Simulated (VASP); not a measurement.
# LaH3 (Fm-3m) in VASP: further runs, part 2 of 2

VASP 6.6.1.

## Step 6: Single point, r2SCAN

This run uses another cell than the first one, of 11.63 Å³/atom, 1.103 times its volume.

POSCAR

```
LaH3
1.0
    0.0000000000      2.8544685505      2.8544685505
    2.8544685505      0.0000000000      2.8544685505
    2.8544685505      2.8544685505      0.0000000000
La H
1 3
Direct
    0.0000000000      0.0000000000      0.0000000000
    0.5000000000      0.5000000000      0.5000000000
    0.7500000000      0.7500000000      0.7500000000
    0.2500000000      0.2500000000      0.2500000000
```

INCAR.step1

```
SYSTEM = LaH3
PREC = Accurate
ENCUT = 520
ISMEAR = 1
SIGMA = 0.1
LREAL = .False.
LASPH = .True.
NELM = 60
NBANDS = 15
GGA = PE
ALGO = Normal
EDIFF = 1E-4
LWAVE = .True.
LCHARG = .False.
```

INCAR.step2

```
SYSTEM = LaH3
PREC = Accurate
ENCUT = 520
EDIFF = 1E-6
ISMEAR = 1
SIGMA = 0.1
LREAL = .False.
LASPH = .True.
NELM = 60
ALGO = Normal
ISIF = 2
LWAVE = .False.
LCHARG = .False.
METAGGA = R2SCAN
LMIXTAU = .True.
NBANDS = 15
ISTART = 1
```

KPOINTS

```
regular mesh
0
Gamma
  7 7 7
  0 0 0
```

Potentials or basis: VASP PAW PBE potentials, release 64 (La, H).

The run is started by

```bash
$ cat potpaw_PBE.64/La/POTCAR potpaw_PBE.64/H/POTCAR > POTCAR
$ cp INCAR.step1 INCAR
$ mpirun -np 1 vasp_std > vasp.out
$ cp INCAR.step2 INCAR
$ mpirun -np 1 vasp_std > vasp.out
```

OUTCAR:

```text
SYSTEM = LaH3
   PREC = Accurate
   ENCUT = 520
   EDIFF = 1E-6
   ISMEAR = 1
   LREAL = .False.
   LASPH = .True.
   NELM = 60
   ISIF = 2
   METAGGA = R2SCAN
   ISTART = 1

 ion  position               nearest neighbor table
   1  0.000  0.000  0.000-
   2  0.500  0.500  0.500-
   3  0.750  0.750  0.750-
   4  0.250  0.250  0.250-

  LATTYP: Found a face centered cubic cell.
 ALAT       =     5.7089371010

  Lattice vectors:

 A1 = (   0.0000000000,   2.8544685505,   2.8544685505)
 A2 = (   2.8544685505,   0.0000000000,   2.8544685505)
 A3 = (   2.8544685505,   2.8544685505,   0.0000000000)

Analysis of symmetry for initial positions (statically):
=====================================================================
 Subroutine PRICEL returns:
 Original cell was already a primitive cell.

 Routine SETGRP: Setting up the symmetry group for a
 face centered cubic supercell.

 Subroutine GETGRP returns: Found 48 space group operations
 (whereof 48 operations were pure point group operations)
 out of a pool of 48 trial point group operations.

The static configuration has the point symmetry O_h .

Analysis of symmetry for dynamics (positions and initial velocities):
=====================================================================
 Subroutine PRICEL returns:
 Original cell was already a primitive cell.

 Routine SETGRP: Setting up the symmetry group for a
 face centered cubic supercell.

 Subroutine GETGRP returns: Found 48 space group operations
 (whereof 48 operations were pure point group operations)
 out of a pool of 48 trial point group operations.

The dynamic configuration has the point symmetry O_h .

 Subroutine INISYM returns: Found 48 space group operations
 (whereof 48 operations are pure point group operations),
 and found     1 'primitive' translations

[... 122 lines left out ...]
   LEPSILON=     F    determine dielectric tensor
   LRPA    =     F    only Hartree local field effects (RPA)
 non-spin polarized calculation
 Methfessel and Paxton  Order N= 1 SIGMA  =   0.10
  energy-cutoff  :      520.00
  volume of cell :       46.52
 maximum number of plane-waves:      1275
 NGX is ok and might be reduce to    30
   NGX = 15   NGY = 15   NGZ = 15

 number of electron      14.0000001 magnetization

 Free energy of the ion-electron system (eV)
  ---------------------------------------------------
  ext. energy  EPLUGINS =         0.00000000
  ---------------------------------------------------
  free energy    TOTEN  =       -42.78793386 eV

  energy without entropy =      -42.78827294  energy(sigma->0) =      -42.78804689

 E-fermi :   7.5128     XC(G=0): -10.1848

 val. band max:        7.2944923080   @ k =   0.0000   0.0000   0.0000
 cond. band min:       7.5948196578   @ k =   0.4286   0.0000   0.0000
 fundamental gap:      0.3003273498
 Fermi energy:         7.5128084709

 k-point     1 :       0.0000    0.0000    0.0000
  band No.  band energies     occupation
      1     -27.6831      2.00000
      2     -10.5352      2.00000
      3     -10.5352      2.00000
      4     -10.5352      2.00000
      5      -0.9580      2.00000
      6       3.9565      2.00000
      7       7.2945      2.00847
      8       7.6709     -0.04789
      9       7.6709     -0.04789
     10       7.6709     -0.04788
     11       8.4891     -0.00000
     12       8.4891     -0.00000
     13       8.4891     -0.00000
     14       9.0224     -0.00000
[... 329 lines left out ...]
      2     -11.1529      2.00000
      3     -11.0850      2.00000
      4     -10.7830      2.00000
      5       2.1840      2.00000
      6       2.5026      2.00000
      7       2.6892      2.00000
      8       7.9684     -0.00000
      9       8.5810     -0.00000
     10       8.6039     -0.00000
     11       8.8249     -0.00000
     12       8.8610     -0.00000
     13       8.8874     -0.00000
     14       8.9080     -0.00000
     15       9.6918      0.00000

------------------------ aborting loop because EDIFF is reached ----------------------------------------

  FORCE on cell =-STRESS in cart. coord.  units (eV):
  Direction    XX          YY          ZZ          XY          YZ          ZX
  --------------------------------------------------------------------------------------
  -------------------------------------------------------------------------------------
  Total       -1.6424967     -1.6424967     -1.6424967     -0.0000000      0.0000000     -0.0000000
  in kB      -56.5730117    -56.5730117    -56.5730117     -0.0000000      0.0000000     -0.0000000
  external PRESSURE =     -56.5730117 kB  Pullay stress =       0.0000000 kB

 VOLUME and BASIS-vectors are now :
 -----------------------------------------------------------------------------
  energy-cutoff  :      520.00
  volume of cell :       46.52
      direct lattice vectors                 reciprocal lattice vectors
     0.000000000  2.854468551  2.854468551    -0.175163955  0.175163955  0.175163955
     2.854468551  0.000000000  2.854468551     0.175163955 -0.175163955  0.175163955
     2.854468551  2.854468551  0.000000000     0.175163955  0.175163955 -0.175163955

 POSITION                                       TOTAL-FORCE (eV/Angst)
 -----------------------------------------------------------------------------------
      0.00000      0.00000      0.00000        -0.000000      0.000000     -0.000000
      2.85447      2.85447      2.85447        -0.000000      0.000000     -0.000000
      4.28170      4.28170      4.28170         0.000000      0.000000      0.000000
      1.42723      1.42723      1.42723        -0.000000     -0.000000     -0.000000
 -----------------------------------------------------------------------------------
    total drift:                               -0.000000     -0.000000      0.000000

  FREE ENERGIE OF THE ION-ELECTRON SYSTEM (eV)
  ---------------------------------------------------
  free  energy   TOTEN  =       -42.7879338575 eV

  energy  without entropy=      -42.7882729402  energy(sigma->0) =      -42.78804689
```

OUTCAR.step1:

```text
SYSTEM = LaH3
   PREC = Accurate
   ENCUT = 520
   ISMEAR = 1
   LREAL = .False.
   LASPH = .True.
   NELM = 60
[... 581 lines left out ...]
      2.85447      2.85447      2.85447         0.000000      0.000000     -0.000000
      4.28170      4.28170      4.28170        -0.000000      0.000000     -0.000000
      1.42723      1.42723      1.42723        -0.000000     -0.000000      0.000000
 -----------------------------------------------------------------------------------
    total drift:                                0.000000     -0.000000     -0.000000

  FREE ENERGIE OF THE ION-ELECTRON SYSTEM (eV)
  ---------------------------------------------------
  free  energy   TOTEN  =       -17.2780030639 eV

  energy  without entropy=      -17.2779723837  energy(sigma->0) =      -17.27799284
```

Run time: 2.4 min. Hardware: 1 thread of AMD EPYC 9R45 (Zen 5), shared host; peak memory 0.15 GiB.

Results:

```
Free energy            : -42.7879 eV
Pressure               : -5.7 GPa
Band gap on the k mesh : 0.30 eV, indirect (least direct gap 0.38 eV)
```

Levels at points of the mesh, in eV from the valence-band top:
| k point | band 3 | band 4 | band 5 | band 6 | band 7 | band 8 | band 9 | band 10 | band 11 | band 12 |
| --- | --- | --- | --- | --- | --- | --- | --- | --- | --- | --- |
| (0.00, 0.00, 0.00) | -17.83 | -17.83 | -8.25 | -3.34 | 0.00 | 0.38 | 0.38 | 0.38 | 1.19 | 1.19 |

Caveat: the PAW data sets were made with another functional, which shifts forces and pressure a little; spin-orbit coupling is left out, which moves the levels of the heavy elements. A k mesh can miss the band edges.

## Step 7: The runs side by side

| cell | gap on the mesh (eV) | pressure (GPa) |
| --- | --- | --- |
| a = 3.908 Å, angles 60.0°, 4 atoms | 0.14 | 1.8 |
| a = 3.941 Å, angles 60.0°, 4 atoms | 0.18 | -0.3 |
| a = 3.973 Å, angles 60.0°, 4 atoms | 0.23 | -2.3 |
| a = 4.005 Å, angles 60.0°, 4 atoms | 0.26 | -4.0 |
| a = 4.037 Å, angles 60.0°, 4 atoms | 0.30 | -5.7 |

Alike in all rows: task single point; level r2SCAN; potentials or basis VASP PAW PBE potentials, release 64 (La, H); no spin polarisation; k mesh 7 × 7 × 7; cutoff (eV) 520; smearing methfessel-paxton 0.1 eV.

Caveats: the PAW data sets were made with another functional, which shifts forces and pressure a little; spin-orbit coupling is left out, which moves the levels of the heavy elements.

Total energies depend on the potentials used, so only differences within one code and one set of settings carry meaning.
